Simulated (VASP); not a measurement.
A run of VASP 6.6.1:

The input INCAR:

```
SYSTEM = CdHg2Se3
  PREC = Accurate
  ENCUT = 520
  EDIFF = 1E-6
  ISMEAR = 0
  SIGMA = 0.2
  LREAL = .False.
  LASPH = .True.
  NELM = 80
  ALGO = Normal
  ISIF = 2
  LWAVE = .False.
  LCHARG = .False.
  GGA = PE
  NBANDS = 66
```

KPOINTS

```
Automatic mesh
0
Gamma
  6 6 1
  0 0 0
```

POSCAR

```
CdHg2Se3
1.0
    4.4133859291      0.0004593432     -0.0001131546
   -2.2063002746      3.8220998951     -0.0000289679
   -0.0005697814     -0.0004974839     21.6334061231
Cd Hg Se
2 4 6
Direct
    0.6668021859      0.3332069361      0.6661473745
    0.3323043362      0.6664485733      0.1661981818
    0.6675397812      0.3326614201      0.0006258983
    0.6667602805      0.3339075286      0.3328132423
    0.3336528176      0.6679422202      0.5006369135
    0.3330284047      0.6658675260      0.8327509828
    0.6657802222      0.3330863446      0.1262646910
    0.6669816672      0.3344167279      0.4583096523
    0.6665424901      0.3325913390      0.7908404747
    0.3333070010      0.6672401722      0.2908867214
    0.3334030342      0.6666119772      0.6262458317
    0.3338977793      0.6660192347      0.9582780353
```

Potentials or basis: VASP PAW PBE potentials, release 64 (Cd, Hg, Se).

Command:

```sh
$ cat potpaw_PBE.64/Cd/POTCAR potpaw_PBE.64/Hg/POTCAR potpaw_PBE.64/Se/POTCAR > POTCAR
$ mpirun -np 1 vasp_std > vasp.out
```

Hardware: 1 thread of Intel Xeon 8259CL, with other jobs on the host.

Problem. How long does it take, and how much memory?

Solution. Wall time 17 min on 1 thread of Intel Xeon 8259CL (shared host), peak memory 0.73 GiB. Counts: scf iterations 15, k points 20.
